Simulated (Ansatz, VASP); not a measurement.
One calculation of BeGeSb2, two programs

```
Be Sb Ge
1.0
     4.17452    0.00000    0.00000
     0.00000    4.17452    0.00000
     0.00000    0.00000    5.83469
Be Sb Ge
1 2 1
Direct
  0.00000 0.00000 0.00000
  0.00000 0.50000 0.21944
  0.50000 0.00000 0.78056
  0.50000 0.50000 0.50000
```

Alike in both runs: task single point; functional PBE; k mesh 6 × 6 × 4; occupations fermi-dirac, width 0.02 eV; no spin polarisation.

```csv
,VASP,Ansatz
version,VASP 6.6.1,Ansatz 0.2.0
potentials or method,"VASP PAW PBE potentials, release 64 (Be, Sb, Ge_d)","plane waves, PAW"
plane-wave cutoff (eV),520,420
valence electrons in the cell,26,46
```

VASP gave:

| Item | Value |
| --- | --- |
| pressure (GPa) | 1.4 |
| rms of the force components (eV/Å) | 0.094 |

Task: Which values does Ansatz return?

Result: Pressure (GPa): 1.3; rms of the force components (eV/Å): 0.091.

With one functional, cell and mesh, what is left measures potentials, basis and numerics. VASP's potentials hold 26 valence electrons a cell and Ansatz's 46, so a difference there can come from the potentials and not from the codes.

Neither program's run includes spin-orbit coupling.
